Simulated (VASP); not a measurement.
Set up this calculation in VASP 6.6.1, as the native input.

* Task: single point
* Functional: LDA
* Potentials or basis: VASP PAW LDA potentials, release 64 (Ca_sv, Sb, P)
* Cutoff: 520 eV
* k mesh: 6 × 6 × 6
* Occupations: gaussian, width 0.05 eV
* Spin: no spin polarisation
* Dipole correction: no
* Further INCAR settings: ALGO = Normal; EDIFF = 1e-06; NBANDS = 28

The structure of Ca3SbP lies in POSCAR:

```
Ca3SbP
1.0
    5.2516179336      0.0000000000      0.0000000000
    0.0000000000      5.2516179336      0.0000000000
    0.0000000000      0.0000000000      5.2516179336
Ca Sb P
3 1 1
Direct
    0.0000000000      0.5000000000      0.5000000000
    0.5000000000      0.0000000000      0.5000000000
    0.5000000000      0.5000000000      0.0000000000
    0.0000000000      0.0000000000      0.0000000000
    0.5000000000      0.5000000000      0.5000000000
```

These files were run (other wordings do the same):

INCAR

```
SYSTEM = Ca3SbP
ALGO = Normal ; EDIFF = 1E-6
ENCUT = 520 ; ISIF = 2
ISMEAR = 0 ; LASPH = .True.
LCHARG = .False. ; LREAL = .False.
LWAVE = .False. ; NBANDS = 28
NELM = 100 ; PREC = Accurate
SIGMA = 0.05
```

KPOINTS

```
k-points
0
Gamma
  6 6 6
  0 0 0
```

Potentials or basis: VASP PAW LDA potentials, release 64 (Ca_sv, Sb, P).

Launch:

```sh
$ cat potpaw_LDA.64/Ca_sv/POTCAR potpaw_LDA.64/Sb/POTCAR potpaw_LDA.64/P/POTCAR > POTCAR
$ mpirun -np 1 vasp_std > vasp.out
```

It gave:

| Item | Value |
| --- | --- |
| Pressure | 0.2 GPa |
| Band gap on the k mesh | 0.48 eV, direct |

Caveat: spin-orbit coupling is left out, which moves the levels of the heavy elements.

Run time: 36 s on 1 thread of Intel(R) Xeon(R) Platinum 8559C (Emerald Rapids) (shared host), peak memory 0.24 GiB.
